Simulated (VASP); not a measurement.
# Co (P6_3/mmc) in VASP: a series of runs

The runs below take Co through single point, with PBE.

Program: VASP 6.6.1. These are calculated values, not measurements. Logs are shortened: lines on timing, memory, paths and dates and some standing lists are left out, and cuts for length are marked.

**1. The cell of the first run**

It takes space group P6_3/mmc (No. 194, hexagonal). Conventional cell: a = 2.500 Å, b = 2.500 Å, c = 4.000 Å, α = 90.00°, β = 90.00°, γ = 120.00°. Co (site symmetry -6m2) has 12 Co at 2.47 to 2.50 Å within 3.3 Å.

**2. Single point, PBE**

File INCAR:

```
SYSTEM = Co
PREC = Accurate
ENCUT = 600
EDIFF = 1E-6
ISMEAR = -1
SIGMA = 0.05
LREAL = .FALSE.
LASPH = .TRUE.
NELM = 120
ALGO = Normal
ISIF = 2
LWAVE = .FALSE.
LCHARG = .FALSE.
GGA = PE
NBANDS = 16
GGA_COMPAT = .FALSE.
```

File KPOINTS:

```
Automatic mesh
0
G
  5 5 3
  0 0 0
```

File POSCAR:

```
Co
1.0
    2.5000000000      0.0000000000      0.0000000000
   -1.2500000000      2.1650635095      0.0000000000
    0.0000000000      0.0000000000      4.0000000000
Co
2
Direct
    0.3333333333      0.6666666667      0.2500000000
    0.6666666667      0.3333333333      0.7500000000
```

Potentials or basis: VASP PAW PBE potentials, release 64 (Co).

Command:

```
$ cat potpaw_PBE.64/Co/POTCAR > POTCAR
$ mpirun -np 1 vasp_std > vasp.out
```

OUTCAR:

```text
SYSTEM = Co
   PREC = Accurate
   ENCUT = 600
   EDIFF = 1E-6
   ISMEAR = -1
   LREAL = .FALSE.
   LASPH = .TRUE.
   NELM = 120
   ISIF = 2
   GGA = PE

 ion  position               nearest neighbor table
   1  0.333  0.667  0.250-   2 2.47   2 2.47   2 2.47   2 2.47   2 2.47   2 2.47
   2  0.667  0.333  0.750-   1 2.47   1 2.47   1 2.47   1 2.47   1 2.47   1 2.47

  LATTYP: Found a hexagonal cell.
 ALAT       =     2.5000000000
 C/A-ratio  =     1.6000000000

  Lattice vectors:

 A1 = (   2.5000000000,   0.0000000000,   0.0000000000)
 A2 = (  -1.2500000000,   2.1650635095,   0.0000000000)
 A3 = (   0.0000000000,   0.0000000000,   4.0000000000)

Analysis of symmetry for initial positions (statically):
=====================================================================
 Subroutine PRICEL returns:
 Original cell was already a primitive cell.

 Routine SETGRP: Setting up the symmetry group for a
 hexagonal supercell.

 Subroutine GETGRP returns: Found 24 space group operations
 (whereof 12 operations were pure point group operations)
 out of a pool of 24 trial point group operations.

The static configuration has the point symmetry D_3d.
 The point group associated with its full space group is D_6h.

Analysis of symmetry for dynamics (positions and initial velocities):
=====================================================================
 Subroutine PRICEL returns:
 Original cell was already a primitive cell.

 Routine SETGRP: Setting up the symmetry group for a
 hexagonal supercell.

 Subroutine GETGRP returns: Found 24 space group operations
 (whereof 12 operations were pure point group operations)
 out of a pool of 24 trial point group operations.

The dynamic configuration has the point symmetry D_3d.
 The point group associated with its full space group is D_6h.

 Subroutine INISYM returns: Found 24 space group operations
 (whereof 12 operations are pure point group operations),
 and found     1 'primitive' translations

----------------------------------------------------------------------------------------

                                     Primitive cell

  volume of cell :      21.6506

  direct lattice vectors                    reciprocal lattice vectors
     2.500000000  0.000000000  0.000000000     0.400000000  0.230940108  0.000000000
    -1.250000000  2.165063509  0.000000000     0.000000000  0.461880215  0.000000000
     0.000000000  0.000000000  4.000000000     0.000000000  0.000000000  0.250000000

  length of vectors
     2.500000000  2.500000000  4.000000000     0.461880215  0.461880215  0.250000000

  position of ions in fractional coordinates (direct lattice)
     0.333333333  0.666666667  0.250000000
     0.666666667  0.333333333  0.750000000

  ion indices of the primitive-cell ions
   primitive index   ion index
                 1           1
                 2           2

----------------------------------------------------------------------------------------

 KPOINTS: Automatic mesh

Automatic generation of k-mesh.
 Grid dimensions read from file:
 generate k-points for:    5    5    3

 Generating k-lattice:

  Cartesian coordinates                     Fractional coordinates (reciprocal lattice)
     0.080000000  0.046188022  0.000000000     0.200000000 -0.000000000  0.000000000
     0.000000000  0.092376043  0.000000000     0.000000000  0.200000000  0.000000000
     0.000000000  0.000000000  0.083333333     0.000000000  0.000000000  0.333333333

  Length of vectors
     0.092376043  0.092376043  0.083333333

  Shift w.r.t. Gamma in fractional coordinates (k-lattice)
     0.000000000  0.000000000  0.000000000

 Subroutine IBZKPT returns following result:
 ===========================================

 Found     10 irreducible k-points:

 Following reciprocal coordinates:
            Coordinates               Weight
  0.000000  0.000000  0.000000      1.000000
  0.200000 -0.000000  0.000000      6.000000
  0.400000  0.000000  0.000000      6.000000
  0.200000  0.200000  0.000000      6.000000
  0.400000  0.200000  0.000000      6.000000
  0.000000  0.000000  0.333333      2.000000
  0.200000 -0.000000  0.333333     12.000000
  0.400000  0.000000  0.333333     12.000000
  0.200000  0.200000  0.333333     12.000000
  0.400000  0.200000  0.333333     12.000000
   k-points           NKPTS =     10   k-points in BZ     NKDIM =     10   number of bands    NBANDS=     16
   number of dos      NEDOS =    301   number of ions     NIONS =      2
   total plane-waves  NPLWV =  12800
   dimension x,y,z NGX =    20 NGY =   20 NGZ =   32
   dimension x,y,z NGXF=    40 NGYF=   40 NGZF=   64
   ions per type =               2
   NGX,Y,Z   is equivalent  to a cutoff of  13.30, 13.30, 13.30 a.u.
   NGXF,Y,Z  is equivalent  to a cutoff of  26.60, 26.60, 26.60 a.u.
 SYSTEM =  Co
   PREC   = accura    normal or accurate (medium, high low for compatibility)
   ISTART =      0    job   : 0-new  1-cont  2-samecut
   ICHARG =      2    charge: 1-file 2-atom 10-const
   ISPIN  =      1    spin polarized calculation?
   LNONCOLLINEAR =      F non collinear calculations
   LSORBIT =      F    spin-orbit coupling
   LASPH  =      T    aspherical Exc in radial PAW
   ENCUT  =  600.0 eV  44.10 Ry    6.64 a.u.   4.99  4.99  7.99*2*pi/ulx,y,z
   NELM   =    120;   NELMIN=  2; NELMDL= -5     # of ELM steps
   EDIFF  = 0.1E-05   stopping-criterion for ELM
   LREAL  =      F    real-space projection
   EDIFFG = 0.1E-04   stopping-criterion for IOM
   NSW    =      0    number of steps for IOM
   IBRION =     -1    ionic relax: 0-MD 1-quasi-New 2-CG
   NFREE  =      0    steps in history (QN), initial steepest desc. (CG)
   ISIF   =      2    stress and relaxation
   ISYM   =      2    0-nonsym 1-usesym 2-fastsym
   POTIM  = 0.5000    time-step for ionic-motion
   TEBEG  =    0.0;   TEEND  =   0.0 temperature during run
   PSTRESS=    0.0 pullay stress
   NELECT =      18.0000    total number of electrons
   NUPDOWN=      -1.0000    fix difference up-down
   EMIN   =  10.00;   EMAX   =-10.00  energy-range for DOS
   EFERMI =   0.00;   METHOD = LEGACY
   ISMEAR =    -1;   SIGMA  =   0.05  broadening in eV -4-tet -1-fermi 0-gaus
   EFERMI_NEDOS =   21; number of points for ismear=-14 and -15
   IALGO  =     38    algorithm
   IMIX   =      4    mixing-type and parameters
     AMIX     =   0.40;   BMIX     =  1.00
     AMIX_MAG =   1.60;   BMIX_MAG =  1.00
  volume/ion in A,a.u.               =      10.83        73.05
  Fermi-wavevector in a.u.,A,eV,Ry     =   1.539367  2.908981 32.241048  2.369650
  Thomas-Fermi vector in A             =   2.645605
   LORBIT       =      0    0 simple, 1 ext, 2 COOP (PROOUT), +10 PAW based schemes
   GGA     = PE    functional components
   LHFCALC =     F    Hartree Fock is set to
   AEXX    =    0.0000 exact exchange contribution
   IVDW    =     0    specifies the selected vdW correction
   LEPSILON=     F    determine dielectric tensor
   LRPA    =     F    only Hartree local field effects (RPA)
 non-spin polarized calculation
  energy-cutoff  :      600.00
  volume of cell :       21.65
 maximum number of plane-waves:       733
 NGX is ok and might be reduce to    20
   NGX =  9   NGY =  9   NGZ = 15

 number of electron      17.9999992 magnetization

 Free energy of the ion-electron system (eV)
  ---------------------------------------------------
  ext. energy  EPLUGINS =         0.00000000
  ---------------------------------------------------
  free energy    TOTEN  =       -13.49993208 eV

  energy without entropy =      -13.43250177  energy(sigma->0) =      -13.46621693

 E-fermi :  10.1435     XC(G=0): -13.4433

 val. band max:       10.1421858070   @ k =   0.2000  -0.0000   0.3333
 cond. band min:      10.1609244965   @ k =   0.4000   0.2000   0.3333
 fundamental gap:      0.0187386895
 Fermi energy:        10.1434970360

 k-point     1 :       0.0000    0.0000    0.0000
  band No.  band energies     occupation
      1       1.3516      2.00000
      2       5.5520      2.00000
      3       8.3397      2.00000
      4       8.3397      2.00000
      5       8.3878      2.00000
      6       8.6851      2.00000
[... 8 lines left out ...]
     15      34.7688      0.00000
     16      34.7688      0.00000

 k-point     2 :       0.2000   -0.0000    0.0000
  band No.  band energies     occupation
      1       2.6897      2.00000
      2       6.2382      2.00000
      3       7.6757      2.00000
      4       7.6968      2.00000
      5       8.3990      2.00000
      6       8.6789      2.00000
[... 8 lines left out ...]
     15      29.3810      0.00000
     16      31.3249      0.00000

 k-point     3 :       0.4000    0.0000    0.0000
  band No.  band energies     occupation
      1       5.4023      2.00000
      2       6.2119      2.00000
      3       6.4868      2.00000
      4       7.7609      2.00000
      5       8.2283      2.00000
      6       8.4794      2.00000
[... 8 lines left out ...]
     15      25.2592      0.00000
     16      25.5805      0.00000

 k-point     4 :       0.2000    0.2000    0.0000
  band No.  band energies     occupation
      1       4.9076      2.00000
      2       6.7989      2.00000
      3       6.8146      2.00000
      4       7.0288      2.00000
      5       8.0842      2.00000
      6       8.4955      2.00000
[... 8 lines left out ...]
     15      21.8053      0.00000
     16      28.9192      0.00000

 k-point     5 :       0.4000    0.2000    0.0000
  band No.  band energies     occupation
      1       6.4109      2.00000
      2       6.4536      2.00000
      3       6.5105      2.00000
      4       7.3858      2.00000
      5       8.0139      2.00000
      6       8.2577      2.00000
[... 8 lines left out ...]
     15      21.8048      0.00000
     16      23.7871      0.00000

 k-point     6 :       0.0000    0.0000    0.3333
  band No.  band energies     occupation
      1       2.4536      2.00000
      2       4.8589      2.00000
      3       8.1101      2.00000
      4       8.2047      2.00000
      5       8.2047      2.00000
      6       8.2706      2.00000
[... 8 lines left out ...]
     15      32.3987      0.00000
     16      33.6043      0.00000

 k-point     7 :       0.2000   -0.0000    0.3333
  band No.  band energies     occupation
      1       3.6694      2.00000
      2       5.7826      2.00000
      3       7.2455      2.00000
      4       7.7963      2.00000
      5       8.0238      2.00000
      6       8.5003      2.00000
[... 8 lines left out ...]
     15      28.5717      0.00000
     16      30.7338      0.00000

 k-point     8 :       0.4000    0.0000    0.3333
  band No.  band energies     occupation
      1       5.4648      2.00000
      2       6.0563      2.00000
      3       6.9186      2.00000
      4       7.3352      2.00000
      5       8.6748      2.00000
      6       8.7530      2.00000
[... 8 lines left out ...]
     15      26.1536      0.00000
     16      27.2532      0.00000

 k-point     9 :       0.2000    0.2000    0.3333
  band No.  band energies     occupation
      1       5.4384      2.00000
      2       6.3935      2.00000
      3       7.2417      2.00000
      4       7.2797      2.00000
      5       8.0603      2.00000
      6       8.1744      2.00000
[... 8 lines left out ...]
     15      24.0142      0.00000
     16      25.8505      0.00000

 k-point    10 :       0.4000    0.2000    0.3333
  band No.  band energies     occupation
      1       6.1454      2.00000
      2       6.5966      2.00000
      3       7.0346      2.00000
      4       7.4850      2.00000
      5       7.7457      2.00000
      6       8.4852      2.00000
[... 8 lines left out ...]
     15      21.3139      0.00000
     16      24.1970      0.00000

------------------------ aborting loop because EDIFF is reached ----------------------------------------

  FORCE on cell =-STRESS in cart. coord.  units (eV):
  Direction    XX          YY          ZZ          XY          YZ          ZX
  --------------------------------------------------------------------------------------
  -------------------------------------------------------------------------------------
  Total       -1.2334923     -1.2334923     -1.6131467      0.0000000     -0.0000000      0.0000000
  in kB      -91.2801553    -91.2801553   -119.3751131      0.0000000     -0.0000000      0.0000000
  external PRESSURE =    -100.6451412 kB  Pullay stress =       0.0000000 kB

 VOLUME and BASIS-vectors are now :
 -----------------------------------------------------------------------------
  energy-cutoff  :      600.00
  volume of cell :       21.65
      direct lattice vectors                 reciprocal lattice vectors
     2.500000000  0.000000000  0.000000000     0.400000000  0.230940108  0.000000000
    -1.250000000  2.165063509  0.000000000     0.000000000  0.461880215  0.000000000
     0.000000000  0.000000000  4.000000000     0.000000000  0.000000000  0.250000000

 POSITION                                       TOTAL-FORCE (eV/Angst)
 -----------------------------------------------------------------------------------
     -0.00000      1.44338      1.00000         0.000000     -0.000000      0.000000
      1.25000      0.72169      3.00000        -0.000000      0.000000      0.000000
 -----------------------------------------------------------------------------------
    total drift:                               -0.000000      0.000000     -0.000000

  FREE ENERGIE OF THE ION-ELECTRON SYSTEM (eV)
  ---------------------------------------------------
  free  energy   TOTEN  =       -13.4999320824 eV

  energy  without entropy=      -13.4325017678  energy(sigma->0) =      -13.46621693
```

It took 7.7 s on 1 thread of Intel Xeon Platinum 8375C at 2.90GHz (Ice Lake), shared host; peak memory 0.13 GiB.

Results:

```
Free energy            : -13.4999 eV
Pressure               : -10.1 GPa
Band gap on the k mesh : zero (band 9 reaches 10.30 eV, above the bottom of band 10 at 9.23 eV)
```

Caveat: the k points lie up to 0.58 Å⁻¹ apart; the run has no spin polarisation, though such a crystal can be magnetic. Spin polarisation is off, so any magnetic state and its effect on volume and gap are missing.

**3. Single point, PBE, collinear spin, ferromagnetic start**

File INCAR:

```
SYSTEM = Co
PREC = Accurate
ENCUT = 600
EDIFF = 1E-6
ISMEAR = -1
SIGMA = 0.05
LREAL = .FALSE.
LASPH = .TRUE.
NELM = 200
ALGO = Normal
ISIF = 2
LWAVE = .FALSE.
LCHARG = .FALSE.
ISPIN = 2
MAGMOM = 3 3
LORBIT = 11
LMAXMIX = 4
GGA = PE
NBANDS = 20
GGA_COMPAT = .FALSE.
```

File KPOINTS:

```
regular mesh
0
G
  5 5 3
  0 0 0
```

POSCAR is that of step 2.

Potentials or basis: VASP PAW PBE potentials, release 64 (Co).

Command:

```
$ cat potpaw_PBE.64/Co/POTCAR > POTCAR
$ mpirun -np 1 vasp_std > vasp.out
```

OUTCAR:

```text
SYSTEM = Co
   PREC = Accurate
   ENCUT = 600
   EDIFF = 1E-6
   ISMEAR = -1
   LREAL = .FALSE.
   LASPH = .TRUE.
   NELM = 200
   ISIF = 2
   ISPIN = 2
   LORBIT = 11
   GGA = PE

 ion  position               nearest neighbor table
   1  0.333  0.667  0.250-   2 2.47   2 2.47   2 2.47   2 2.47   2 2.47   2 2.47
   2  0.667  0.333  0.750-   1 2.47   1 2.47   1 2.47   1 2.47   1 2.47   1 2.47

  LATTYP: Found a hexagonal cell.
 ALAT       =     2.5000000000
 C/A-ratio  =     1.6000000000

  Lattice vectors:

 A1 = (   2.5000000000,   0.0000000000,   0.0000000000)
 A2 = (  -1.2500000000,   2.1650635095,   0.0000000000)
 A3 = (   0.0000000000,   0.0000000000,   4.0000000000)

Analysis of symmetry for initial positions (statically):
=====================================================================
 Subroutine PRICEL returns:
 Original cell was already a primitive cell.

 Routine SETGRP: Setting up the symmetry group for a
 hexagonal supercell.
[... 414 lines left out ...]
      2       6.1613      1.00000
      3       9.3810      1.00000
      4       9.4049      1.00000
      5       9.4049      1.00000
      6       9.7860      0.99993
[... 219 lines left out ...]
     19      35.2180      0.00000
     20      37.7021      0.00000

------------------------ aborting loop because EDIFF is reached ----------------------------------------

  FORCE on cell =-STRESS in cart. coord.  units (eV):
  Direction    XX          YY          ZZ          XY          YZ          ZX
  --------------------------------------------------------------------------------------
  -------------------------------------------------------------------------------------
  Total        0.4627174      0.4627174      0.0680360      0.0000000      0.0000000      0.0000000
  in kB       34.2417351     34.2417351      5.0347604      0.0000000      0.0000000      0.0000000
  external PRESSURE =      24.5060769 kB  Pullay stress =       0.0000000 kB

 VOLUME and BASIS-vectors are now :
 -----------------------------------------------------------------------------
  energy-cutoff  :      600.00
  volume of cell :       21.65
      direct lattice vectors                 reciprocal lattice vectors
     2.500000000  0.000000000  0.000000000     0.400000000  0.230940108  0.000000000
    -1.250000000  2.165063509  0.000000000     0.000000000  0.461880215  0.000000000
     0.000000000  0.000000000  4.000000000     0.000000000  0.000000000  0.250000000

 POSITION                                       TOTAL-FORCE (eV/Angst)
 -----------------------------------------------------------------------------------
     -0.00000      1.44338      1.00000        -0.000000     -0.000000      0.000000
      1.25000      0.72169      3.00000         0.000000      0.000000      0.000000
 -----------------------------------------------------------------------------------
    total drift:                               -0.000000      0.000000     -0.000000

  FREE ENERGIE OF THE ION-ELECTRON SYSTEM (eV)
  ---------------------------------------------------
  free  energy   TOTEN  =       -14.0278134996 eV

  energy  without entropy=      -14.0164924770  energy(sigma->0) =      -14.02215299

 total charge

# of ion       s       p       d       tot
------------------------------------------
    1        0.495   0.527   7.254   8.276
    2        0.495   0.527   7.254   8.276
--------------------------------------------------
tot          0.989   1.055  14.509  16.552

 magnetization (x)

# of ion       s       p       d       tot
------------------------------------------
    1       -0.005  -0.017   1.794   1.772
    2       -0.005  -0.017   1.794   1.772
--------------------------------------------------
tot         -0.010  -0.034   3.588   3.544
```

Run time: 21 s. Hardware: 1 thread of Intel Xeon Platinum 8375C at 2.90GHz (Ice Lake), shared host; peak memory 0.14 GiB.

Results:

* Free energy: -14.0278 eV
* Pressure: 2.5 GPa
* Net moment: 3.55 μB per cell
* Site moments: Co +1.77 μB
* Valence electrons inside the program's atomic spheres: Co 8.28

Levels at points of the mesh, in eV from the Fermi level:
Spin up:
```tsv
k point	band 8	band 9	band 10	band 11	band 12	band 13	band 14	band 15
(0.00, 0.00, 0.00)	-2.03	-2.03	-0.89	-0.89	-0.01	6.49	21.80	24.30
```
Spin down:
```tsv
k point	band 5	band 6	band 7	band 8	band 9	band 10
(0.00, 0.00, 0.00)	-0.86	-0.48	-0.48	-0.15	-0.15	0.05
```

Caveat: the k points lie up to 0.58 Å⁻¹ apart.
